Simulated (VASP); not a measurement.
# Ga4As3P (Amm2) in VASP: further runs, part 2 of 2

VASP 6.6.1.

## 3. Single point, PBE

This run uses another cell than the first one, of 22.89 Å³/atom.

File INCAR:

```
SYSTEM = Ga4As3P
PREC = Accurate ; ENCUT = 520
EDIFF = 1E-7 ; ISMEAR = 0
SIGMA = 0.1 ; LREAL = .False.
LASPH = .True. ; NELM = 100
ALGO = Normal ; ISIF = 2
LWAVE = .False. ; LCHARG = .False.
GGA = PE ; NBANDS = 46
```

File KPOINTS:

```
Automatic mesh
0
Gamma
  4 4 4
  0 0 0
```

File POSCAR:

```
Ga4As3P
1.0
    4.0309070173      0.0000000000      0.0000000000
    0.0000000000      4.0172570699      5.6547284602
    0.0000000000     -4.0172570699      5.6547284602
Ga P As
4 1 3
Direct
    0.0000000000      0.5072300364     -0.0029373194
    0.5000000000     -0.0045465063     -0.0045465063
    0.5000000000      0.5001663356      0.5001663356
    0.0000000000     -0.0029373194      0.5072300364
    0.0000000000      0.8750016688      0.8750016688
    0.5000000000      0.3750146381      0.8752046654
    0.0000000000      0.3748664814      0.3748664814
    0.5000000000      0.8752046654      0.3750146381
```

Potentials or basis: VASP PAW PBE potentials, release 64 (Ga_d, P, As).

Command:

```sh
cat potpaw_PBE.64/Ga_d/POTCAR potpaw_PBE.64/P/POTCAR potpaw_PBE.64/As/POTCAR > POTCAR
mpirun -np 1 vasp_std > vasp.out
```

OUTCAR:

```text
SYSTEM = Ga4As3P
   PREC = Accurate
   ENCUT = 520
   EDIFF = 1E-7
   ISMEAR = 0
   LREAL = .False.
   LASPH = .True.
   NELM = 100
   ISIF = 2
   GGA = PE

 ion  position               nearest neighbor table
   1  0.000  0.507  0.997-   5 2.41   7 2.48   6 2.48   6 2.48
   2  0.500  0.995  0.995-   5 2.43   5 2.43   8 2.49   6 2.49
   3  0.500  0.500  0.500-   6 2.46   8 2.46   7 2.46   7 2.46
   4  0.000  0.997  0.507-   5 2.41   7 2.48   8 2.48   8 2.48
   5  0.000  0.875  0.875-   1 2.41   4 2.41   2 2.43   2 2.43
   6  0.500  0.375  0.875-   3 2.46   1 2.48   1 2.48   2 2.49
   7  0.000  0.375  0.375-   3 2.46   3 2.46   4 2.48   1 2.48
   8  0.500  0.875  0.375-   3 2.46   4 2.48   4 2.48   2 2.49

  LATTYP: Found a base centered orthorhombic cell.
 ALAT       =     8.0345141398
 B/A-ratio  =     1.4076093120
 C/A-ratio  =     0.5016989139

  Lattice vectors:

 A1 = (   0.0000000000,   4.0172570699,  -5.6547284602)
 A2 = (   0.0000000000,   4.0172570699,   5.6547284602)
 A3 = (   4.0309070173,   0.0000000000,   0.0000000000)

Analysis of symmetry for initial positions (statically):
=====================================================================
 Subroutine PRICEL returns:
 Original cell was already a primitive cell.

 Routine SETGRP: Setting up the symmetry group for a
 base centered orthorhombic supercell.

 Subroutine GETGRP returns: Found  4 space group operations
 (whereof  4 operations were pure point group operations)
 out of a pool of  8 trial point group operations.

The static configuration has the point symmetry C_2v.

Analysis of symmetry for dynamics (positions and initial velocities):
=====================================================================
 Subroutine PRICEL returns:
 Original cell was already a primitive cell.

 Routine SETGRP: Setting up the symmetry group for a
 base centered orthorhombic supercell.

 Subroutine GETGRP returns: Found  4 space group operations
 (whereof  4 operations were pure point group operations)
 out of a pool of  8 trial point group operations.

The dynamic configuration has the point symmetry C_2v.

 Subroutine INISYM returns: Found  4 space group operations
 (whereof  4 operations are pure point group operations),
 and found     1 'primitive' translations

----------------------------------------------------------------------------------------

                                     Primitive cell

  volume of cell :     183.1362

  direct lattice vectors                    reciprocal lattice vectors
     4.030907017  0.000000000  0.000000000     0.248083123  0.000000000  0.000000000
     0.000000000  4.017257070  5.654728460     0.000000000  0.124463033  0.088421576
     0.000000000 -4.017257070  5.654728460     0.000000000 -0.124463033  0.088421576

  length of vectors
     4.030907017  6.936447817  6.936447817     0.248083123  0.152674234  0.152674234

  position of ions in fractional coordinates (direct lattice)
     0.000000000  0.507230036  0.997062681
     0.500000000  0.995453494  0.995453494
     0.500000000  0.500166336  0.500166336
     0.000000000  0.997062681  0.507230036
     0.000000000  0.875001669  0.875001669
     0.500000000  0.375014638  0.875204665
     0.000000000  0.374866481  0.374866481
     0.500000000  0.875204665  0.375014638

  ion indices of the primitive-cell ions
   primitive index   ion index
                 1           1
[... 55 lines left out ...]
  0.250000  0.500000  0.500000      2.000000
  0.500000  0.500000  0.500000      1.000000
   k-points           NKPTS =     21   k-points in BZ     NKDIM =     21   number of bands    NBANDS=     46
   number of dos      NEDOS =    301   number of ions     NIONS =      8
   total plane-waves  NPLWV =  87480
   dimension x,y,z NGX =    30 NGY =   54 NGZ =   54
   dimension x,y,z NGXF=    60 NGYF=  108 NGZF=  108
   ions per type =               4   1   3
   NGX,Y,Z   is equivalent  to a cutoff of  12.37, 12.94, 12.94 a.u.
   NGXF,Y,Z  is equivalent  to a cutoff of  24.75, 25.88, 25.88 a.u.
 SYSTEM =  Ga4As3P
   PREC   = accura    normal or accurate (medium, high low for compatibility)
   ISTART =      0    job   : 0-new  1-cont  2-samecut
   ICHARG =      2    charge: 1-file 2-atom 10-const
   ISPIN  =      1    spin polarized calculation?
   LNONCOLLINEAR =      F non collinear calculations
   LSORBIT =      F    spin-orbit coupling
   LASPH  =      T    aspherical Exc in radial PAW
   ENCUT  =  520.0 eV  38.22 Ry    6.18 a.u.   7.49 12.90 12.90*2*pi/ulx,y,z
   NELM   =    100;   NELMIN=  2; NELMDL= -5     # of ELM steps
   EDIFF  = 0.1E-06   stopping-criterion for ELM
   LREAL  =      F    real-space projection
   EDIFFG = 0.1E-05   stopping-criterion for IOM
   NSW    =      0    number of steps for IOM
   IBRION =     -1    ionic relax: 0-MD 1-quasi-New 2-CG
   NFREE  =      0    steps in history (QN), initial steepest desc. (CG)
   ISIF   =      2    stress and relaxation
   ISYM   =      2    0-nonsym 1-usesym 2-fastsym
   POTIM  = 0.5000    time-step for ionic-motion
   TEBEG  =    0.0;   TEEND  =   0.0 temperature during run
   PSTRESS=    0.0 pullay stress
   NELECT =      72.0000    total number of electrons
   NUPDOWN=      -1.0000    fix difference up-down
   EMIN   =  10.00;   EMAX   =-10.00  energy-range for DOS
   EFERMI =   0.00;   METHOD = LEGACY
   ISMEAR =     0;   SIGMA  =   0.10  broadening in eV -4-tet -1-fermi 0-gaus
   EFERMI_NEDOS =   21; number of points for ismear=-14 and -15
   IALGO  =     38    algorithm
   IMIX   =      4    mixing-type and parameters
     AMIX     =   0.40;   BMIX     =  1.00
     AMIX_MAG =   1.60;   BMIX_MAG =  1.00
  volume/ion in A,a.u.               =      22.89       154.48
  Fermi-wavevector in a.u.,A,eV,Ry     =   1.199299  2.266347 19.569518  1.438319
  Thomas-Fermi vector in A             =   2.335166
   LORBIT       =      0    0 simple, 1 ext, 2 COOP (PROOUT), +10 PAW based schemes
   GGA     = PE    functional components
   LHFCALC =     F    Hartree Fock is set to
   AEXX    =    0.0000 exact exchange contribution
   IVDW    =     0    specifies the selected vdW correction
   LEPSILON=     F    determine dielectric tensor
   LRPA    =     F    only Hartree local field effects (RPA)
 non-spin polarized calculation
 Gauss-broadening in eV      SIGMA  =   0.10
  energy-cutoff  :      520.00
  volume of cell :      183.14
 maximum number of plane-waves:      4955
 NGX is ok and might be reduce to    30
   NGX = 15   NGY = 25   NGZ = 25

 number of electron      72.0000024 magnetization

 Free energy of the ion-electron system (eV)
  ---------------------------------------------------
  ext. energy  EPLUGINS =         0.00000000
  ---------------------------------------------------
  free energy    TOTEN  =       -33.77111611 eV

  energy without entropy =      -33.77110602  energy(sigma->0) =      -33.77111106

 E-fermi :   4.0152     XC(G=0):  -9.4634

 val. band max:        3.7797872320   @ k =   0.0000   0.0000   0.0000
 cond. band min:       4.2430657618   @ k =   0.0000   0.0000   0.0000
 fundamental gap:      0.4632785298
 Fermi energy:         4.0151947427

 k-point     1 :       0.0000    0.0000    0.0000
  band No.  band energies     occupation
      1     -11.0859      2.00000
      2     -11.0676      2.00000
      3     -11.0243      2.00000
      4     -11.0142      2.00000
      5     -10.9812      2.00000
      6     -10.9735      2.00000
[... 1018 lines left out ...]
     45       8.4088      0.00000
     46       8.5038      0.00000

------------------------ aborting loop because EDIFF is reached ----------------------------------------

  FORCE on cell =-STRESS in cart. coord.  units (eV):
  Direction    XX          YY          ZZ          XY          YZ          ZX
  --------------------------------------------------------------------------------------
  -------------------------------------------------------------------------------------
  Total        0.5871794      0.3011997      0.3350251      0.0000000      0.0000000      0.0000000
  in kB        5.1369727      2.6350627      2.9309862      0.0000000      0.0000000      0.0000000
  external PRESSURE =       3.5676739 kB  Pullay stress =       0.0000000 kB

 VOLUME and BASIS-vectors are now :
 -----------------------------------------------------------------------------
  energy-cutoff  :      520.00
  volume of cell :      183.14
      direct lattice vectors                 reciprocal lattice vectors
     4.030907017  0.000000000  0.000000000     0.248083123  0.000000000  0.000000000
     0.000000000  4.017257070  5.654728460     0.000000000  0.124463033  0.088421576
     0.000000000 -4.017257070  5.654728460     0.000000000 -0.124463033  0.088421576

 POSITION                                       TOTAL-FORCE (eV/Angst)
 -----------------------------------------------------------------------------------
      0.00000     -1.96778      8.50637         0.000000      0.028517      0.013068
      2.01545      0.00000     11.25804         0.000000      0.000000     -0.049803
      2.01545      0.00000      5.65661         0.000000      0.000000     -0.010565
      0.00000      1.96778      8.50637         0.000000     -0.028517      0.013068
      0.00000      0.00000      9.89579         0.000000      0.000000      0.015031
      2.01545     -2.00939      7.06965         0.000000     -0.007917      0.007251
      0.00000      0.00000      4.23954         0.000000      0.000000      0.004699
      2.01545      2.00939      7.06965         0.000000      0.007917      0.007251
 -----------------------------------------------------------------------------------
    total drift:                                0.000000     -0.000000     -0.000274

  FREE ENERGIE OF THE ION-ELECTRON SYSTEM (eV)
  ---------------------------------------------------
  free  energy   TOTEN  =       -33.7711161095 eV

  energy  without entropy=      -33.7711060159  energy(sigma->0) =      -33.77111106
```

Wall time 4.3 min (1 thread of Intel Xeon 6975P-C (Granite Rapids), shared host); peak memory 0.36 GiB.

What came out:

| Quantity | Value |
| --- | --- |
| Free energy | -33.7711 eV |
| Pressure | 0.4 GPa |
| Largest force | 0.050 eV/Å |
| Band gap on the k mesh | 0.46 eV |

Forces on the atoms (eV/Å):
```
Ga   0.000  0.029  0.013
Ga   0.000  0.000 -0.050
Ga   0.000  0.000 -0.011
Ga   0.000 -0.029  0.013
P    0.000  0.000  0.015
As   0.000 -0.008  0.007
As   0.000  0.000  0.005
As   0.000  0.008  0.007
```

## 4. Relaxation of cell and atoms, PBE

File INCAR:

```
PREC = Accurate
ENCUT = 600
EDIFF = 1E-6
ISMEAR = 0
SIGMA = 0.1
LREAL = False
LASPH = True
NELM = 100
ALGO = Normal
ISIF = 3
LWAVE = False
LCHARG = False
GGA = PE
IBRION = 2
NSW = 90
EDIFFG = -0.04
```

File KPOINTS:

```
regular mesh
0
Gamma
  4 4 4
```

File POSCAR:

```
Ga4As3P
1.0
    3.8849205900      0.0000000000      0.0000000000
    0.0000000000      3.8849205900      5.4941073900
    0.0000000000     -3.8849205900      5.4941073900
Ga P As
4 1 3
Direct
    0.0000000000      0.5000000000      0.0000000000
    0.5000000000      0.0000000000      0.0000000000
    0.5000000000      0.5000000000      0.5000000000
    0.0000000000      0.0000000000      0.5000000000
    0.0000000000      0.8750000000      0.8750000000
    0.5000000000      0.3750000000      0.8750000000
    0.0000000000      0.3750000000      0.3750000000
    0.5000000000      0.8750000000      0.3750000000
```

Potentials or basis: VASP PAW PBE potentials, release 64 (Ga_d, P, As).

Command:

```sh
cat potpaw_PBE.64/Ga_d/POTCAR potpaw_PBE.64/P/POTCAR potpaw_PBE.64/As/POTCAR > POTCAR
mpirun -np 1 vasp_std > vasp.out
```

OUTCAR:

```text
PREC = Accurate
   ENCUT = 600
   EDIFF = 1E-6
   ISMEAR = 0
   LREAL = False
   LASPH = True
   NELM = 100
   ISIF = 3
   GGA = PE
   IBRION = 2
   NSW = 90
   EDIFFG = -0.04

 ion  position               nearest neighbor table
   1  0.000  0.500  0.000-   5 2.38   6 2.38   7 2.38   6 2.38
   2  0.500  0.000  0.000-   5 2.38   6 2.38   8 2.38   5 2.38
   3  0.500  0.500  0.500-   6 2.38   7 2.38   8 2.38   7 2.38
   4  0.000  0.000  0.500-   5 2.38   7 2.38   8 2.38   8 2.38
   5  0.000  0.875  0.875-   1 2.38   2 2.38   4 2.38   2 2.38
   6  0.500  0.375  0.875-   1 2.38   2 2.38   3 2.38   1 2.38
   7  0.000  0.375  0.375-   1 2.38   3 2.38   4 2.38   3 2.38
   8  0.500  0.875  0.375-   2 2.38   3 2.38   4 2.38   4 2.38

  LATTYP: Found a base centered orthorhombic cell.
 ALAT       =     7.7698411800
 B/A-ratio  =     1.4142135631
 C/A-ratio  =     0.5000000000

  Lattice vectors:

 A1 = (   0.0000000000,   3.8849205900,  -5.4941073900)
 A2 = (   0.0000000000,   3.8849205900,   5.4941073900)
 A3 = (   3.8849205900,   0.0000000000,   0.0000000000)

Analysis of symmetry for initial positions (statically):
=====================================================================
 Subroutine PRICEL returns:
 Original cell was already a primitive cell.

 Routine SETGRP: Setting up the symmetry group for a
 base centered orthorhombic supercell.

 Subroutine GETGRP returns: Found  4 space group operations
 (whereof  4 operations were pure point group operations)
 out of a pool of  8 trial point group operations.
[... 158 lines left out ...]
  volume of cell :      165.84
 maximum number of plane-waves:      5562
 NGX is ok and might be reduce to    32
   NGX = 15   NGY = 27   NGZ = 27

--------------------------------------- Ionic step        1  -------------------------------------------

 number of electron      72.0000005 magnetization

 Free energy of the ion-electron system (eV)
  ---------------------------------------------------
  ext. energy  EPLUGINS =         0.00000000
  ---------------------------------------------------
  free energy    TOTEN  =       -33.26301773 eV

  energy without entropy =      -33.26301773  energy(sigma->0) =      -33.26301773

 E-fermi :   5.1395     XC(G=0):  -9.9121

 val. band max:        4.7027507351   @ k =   0.0000   0.0000   0.0000
 cond. band min:       5.9873302544   @ k =   0.0000   0.0000   0.0000
 fundamental gap:      1.2845795193
 Fermi energy:         5.1395109152

 k-point     1 :       0.0000    0.0000    0.0000
  band No.  band energies     occupation
      1     -10.3380      2.00000
      2     -10.3060      2.00000
      3     -10.2582      2.00000
      4     -10.1962      2.00000
      5     -10.1917      2.00000
      6     -10.1917      2.00000
[... 1164 lines left out ...]
--------------------------------------- Ionic step        6  -------------------------------------------

 number of electron      72.0000021 magnetization

 Free energy of the ion-electron system (eV)
  ---------------------------------------------------
  ext. energy  EPLUGINS =         0.00000000
  ---------------------------------------------------
  free energy    TOTEN  =       -33.76940797 eV

  energy without entropy =      -33.76939153  energy(sigma->0) =      -33.76939975

 E-fermi :   3.9748     XC(G=0):  -9.4496

 val. band max:        3.7494167559   @ k =   0.0000   0.0000   0.0000
 cond. band min:       4.1918109176   @ k =   0.0000   0.0000   0.0000
 fundamental gap:      0.4423941618
 Fermi energy:         3.9748092171

 k-point     1 :       0.0000    0.0000    0.0000
  band No.  band energies     occupation
      1     -11.1068      2.00000
      2     -11.0887      2.00000
      3     -11.0478      2.00000
      4     -11.0356      2.00000
      5     -11.0039      2.00000
      6     -10.9959      2.00000
[... 990 lines left out ...]
  FREE ENERGIE OF THE ION-ELECTRON SYSTEM (eV)
  ---------------------------------------------------
  free  energy   TOTEN  =       -33.7694079651 eV

  energy  without entropy=      -33.7693915271  energy(sigma->0) =      -33.76939975

 reached required accuracy - stopping structural energy minimisation
```

It took 16 min on 1 thread of Intel Xeon 6975P-C (Granite Rapids), shared host; peak memory 0.4 GiB.

Results:

| Property | Result |
| --- | --- |
| Free energy | -33.7694 eV |
| Relaxed volume | 22.96 Å³/atom |
| Relaxed cell | a = 4.040 Å, b = 6.941 Å, c = 6.941 Å, α = 70.71°, β = 90.00°, γ = 90.00° |
| Space group after relaxing (to 0.1 Å) | Amm2 (No. 38) |
| Energy gained by relaxing | 63.3 meV/atom |
| Ionic steps | 6 |
| Pressure after relaxing | 0.2 GPa |
| Largest force after relaxing | 0.032 eV/Å |
| Band gap on the k mesh | 0.44 eV |

Forces on the atoms (eV/Å):
```
Ga   0.000  0.027 -0.007
Ga   0.000  0.000 -0.032
Ga   0.000  0.000  0.014
Ga   0.000 -0.027 -0.007
P    0.000  0.000  0.027
As   0.000 -0.024  0.011
As   0.000  0.000 -0.018
As   0.000  0.024  0.011
```

Step by step:
| step | energy change (eV) | largest force (eV/Å) | pressure (GPa) | volume (Å³) |
| --- | --- | --- | --- | --- |
| 1 | 0.0000 | 0.8355 | 8.71 | 165.84 |
| 2 | -0.4011 | 0.1497 | -2.98 | 194.39 |
| 3 | -0.4940 | 0.3264 | -0.24 | 184.76 |
| 4 | -0.4938 | 0.3357 | 0.04 | 184.36 |
| 5 | -0.5035 | 0.1657 | 0.06 | 184.00 |
| 6 | -0.5064 | 0.0318 | 0.17 | 183.70 |

Final structure:
```yaml
crystal:
  lattice:
    - [4.03964, 0.00000, 0.00000]
    - [0.00000, 4.01635, 5.66120]
    - [0.00000, -4.01635, 5.66120]
  atoms:
    - { symbol: Ga, position: [0.00000, 0.50717, 0.99721] }
    - { symbol: Ga, position: [0.50000, 0.99523, 0.99523] }
    - { symbol: Ga, position: [0.50000, 0.49998, 0.49998] }
    - { symbol: Ga, position: [0.00000, 0.99721, 0.50717] }
    - { symbol: P, position: [0.00000, 0.87492, 0.87492] }
    - { symbol: As, position: [0.50000, 0.37518, 0.87513] }
    - { symbol: As, position: [0.00000, 0.37517, 0.37517] }
    - { symbol: As, position: [0.50000, 0.87513, 0.37518] }
```

Levels at points of the mesh, in eV from the valence-band top:
| k point | band 33 | band 34 | band 35 | band 36 | band 37 | band 38 | band 39 | band 40 |
| --- | --- | --- | --- | --- | --- | --- | --- | --- |
| (0.00, 0.00, 0.00) | -1.01 | -0.03 | -0.03 | 0.00 | 0.44 | 0.95 | 0.96 | 1.50 |
| (0.50, 0.00, 0.00) | -3.20 | -3.12 | -1.34 | -1.06 | 2.57 | 2.81 | 4.42 | 4.44 |
| (0.00, 0.50, 0.00) | -0.82 | -0.80 | -0.57 | -0.52 | 1.28 | 1.51 | 2.05 | 2.25 |
| (0.50, 0.50, 0.00) | -2.14 | -1.97 | -1.86 | -1.83 | 2.04 | 2.20 | 2.33 | 2.36 |
| (0.00, 0.50, 0.50) | -1.55 | -1.50 | -1.27 | -1.10 | 1.82 | 2.07 | 2.53 | 2.74 |
| (0.50, 0.50, 0.50) | -1.26 | -1.08 | -1.07 | -0.98 | 0.98 | 1.02 | 1.42 | 1.68 |

## 5. Summary

| task | cell | cutoff (eV) | gap on the mesh (eV) | pressure (GPa) | largest force (eV/Å) |
| --- | --- | --- | --- | --- | --- |
| single point | a = 3.885, b = 6.729, c = 6.729 Å, angles 70.5, 90.0, 90.0°, 8 atoms, atomic positions A | 520 | 1.28 | 8.7 | 0.84 |
| single point | a = 4.031, b = 6.936, c = 6.936 Å, angles 70.8, 90.0, 90.0°, 8 atoms, atomic positions B | 520 | 0.46 | 0.4 | 0.05 |
| relaxation of cell and atoms | relaxed from a = 3.885, b = 6.729, c = 6.729 Å, angles 70.5, 90.0, 90.0°, 8 atoms, atomic positions A | 600 | 0.44 | 0.2 | 0.03 |

Alike in all rows: level PBE; potentials or basis VASP PAW PBE potentials, release 64 (Ga_d, P, As); no spin polarisation; k mesh 4 × 4 × 4; smearing gaussian 0.1 eV.

Caveats: the cell stands under pressure (at least some runs).

Total energies depend on the potentials used, so only differences within one code and one set of settings carry meaning.
